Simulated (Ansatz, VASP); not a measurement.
One calculation of Pt2Au, two programs

Contents of INCAR:

```
PREC = Accurate
ENCUT = 520
EDIFF = 1E-7
ISMEAR = -1
SIGMA = 0.08
LREAL = False
LASPH = True
NELM = 100
ALGO = Normal
ISIF = 2
LWAVE = False
LCHARG = True
LDIPOL = True
IDIPOL = 3
DIPOL = 0.5 0.5 0.500
GGA = PE
LELF = True
LVHAR = True
LVACPOTAV = True
NBANDS = 22
```

The input KPOINTS:

```
regular mesh
0
Gamma
  13 13 1
```

The input POSCAR:

```
Pt2Au
1.0
    2.8080030018      0.0000000000      0.0000000000
   -1.4040015009      2.4318019335      0.0000000000
    0.0000000000      0.0000000000     20.5854000000
Pt Au
2 1
Direct
    0.1666666667      0.3333333333      0.3877767870
    0.8333333333      0.6666666667      0.6122232120
    0.5000000000      1.0000000000      0.5000000007
```

Input for Ansatz:

```yaml
crystal:
  lattice:
    - [2.8080030018, 0.0, 0.0]
    - [-1.4040015009, 2.4318019335, 0.0]
    - [0.0, 0.0, 20.5854]
  atoms:
    - { symbol: Pt, position: [0.1666666667, 0.3333333333, 0.387776787] }
    - { symbol: Au, position: [0.5, 1.0, 0.5000000007] }
    - { symbol: Pt, position: [0.8333333333, 0.6666666667, 0.612223212] }
kpoints:
  mp_grid: { grid: [13, 13, 1] }
scf:
  occupations: { method: fermi_dirac, width: 0.08 }
hamiltonian:
  xc: pbe
  pseudopotentials: { kind: all_electron, lapw: { basis_error: 0.001 } }
output:
  forces: true
  stress: true
  eigenvalues: true
efield:
  axis: 3
  amplitude: 0
  dipole_correction: true
```

Alike in both runs: task single point; functional PBE; k mesh 13 × 13 × 1; occupations fermi-dirac, width 0.08 eV; no spin polarisation.

|  | VASP | Ansatz |
| --- | --- | --- |
| version | VASP 6.6.1 | Ansatz 0.2.0 |
| potentials or method | VASP PAW PBE potentials, release 64 (Pt, Au), cutoff 520 eV | all-electron LAPW, scalar-relativistic |

Ansatz gave:

- rms of the force components (eV/Å): 0.294

Task: What did VASP give for the same quantities?

Result: rms of the force components (eV/Å): 0.284.

Ansatz ran all-electron here, and VASP with PAW potentials.

Spin-orbit coupling is off throughout.
